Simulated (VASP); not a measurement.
A run of VASP 6.6.1:

INCAR

```
SYSTEM = Hf
PREC = Accurate
ENCUT = 520
EDIFF = 1E-6
ISMEAR = 1
SIGMA = 0.3
LREAL = .FALSE.
LASPH = .TRUE.
NELM = 80
ALGO = Normal
ISIF = 2
LWAVE = .FALSE.
LCHARG = .FALSE.
GGA = PE
NBANDS = 17
```

File KPOINTS:

```
Automatic mesh
0
G
  11 11 6
  0 0 0
```

The input POSCAR:

```
Hf
1.0
    3.2045059552      0.0000000000      0.0000000000
   -1.6022529776      2.7751835638      0.0000000000
    0.0000000000      0.0000000000      5.0738215932
Hf
2
Direct
    0.3333333333      0.6666666667      0.2500000000
    0.6666666667      0.3333333333      0.7500000000
```

Potentials or basis: VASP PAW PBE potentials, release 64 (Hf_pv).

Command:

```console
$ cat potpaw_PBE.64/Hf_pv/POTCAR > POTCAR
$ mpirun -np 1 vasp_std > vasp.out
```

Hardware: 1 thread of Intel Xeon 8259CL, with other jobs on the host.

Task: How long does it take, and how much memory?

Result: Run time: 52 s on 1 thread of Intel Xeon 8259CL (shared host), peak memory 0.18 GiB. Counts: scf iterations 12, k points 64.
